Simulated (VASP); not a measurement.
Te: single point with PBEsol

Crystal: Te.

```
Te
1.0
     3.55957    0.00000    0.00000
    -1.77978    3.08268    0.00000
     0.00000    0.00000    4.51521
Te
2
Direct
  0.33333 0.66667 0.25000
  0.66667 0.33333 0.75000
```

This cell differs from its parent crystal: volume scaled by 0.84.

```json
{"Program": "VASP 6.6.1", "Task": "single point", "Functional": "PBEsol", "Potentials or basis": "VASP PAW PBE potentials, release 64 (Te)", "Cutoff": "520 eV", "k mesh": "14 × 14 × 8", "Occupations": "fermi-dirac, width 0.08 eV", "Spin": "no spin polarisation"}
```

```yaml
Pressure: 10.4 GPa
Band_gap_on_the_k_mesh: zero (band 6 reaches 11.90 eV, above the bottom of band 7 at 7.80 eV)
```

Stress tensor (GPa, compression positive):
```
10.38  0.00  0.00
 0.00 10.38  0.00
 0.00  0.00 10.55
```

Levels at points of the mesh, in eV from the Fermi level:
```tsv
k point	band 4	band 5	band 6	band 7	band 8	band 9
(0.00, 0.00, 0.00)	-0.67	-0.67	2.05	2.05	3.85	5.06
(0.50, 0.00, 0.00)	-3.75	-3.03	-2.38	-1.30	2.47	2.58
(0.00, 0.00, 0.50)	0.12	0.71	0.71	0.71	0.71	6.44
(0.50, 0.00, 0.50)	-6.88	-1.10	-1.10	1.17	1.17	6.26
```

It took 34 s on 1 thread of Intel(R) Xeon(R) Platinum 8375C CPU @ 2.90GHz (Ice Lake) (shared host), peak memory 0.21 GiB.

Caveat: the PAW data sets were made with another functional, which shifts forces and pressure a little; spin-orbit coupling is left out, which moves the levels of the heavy elements.
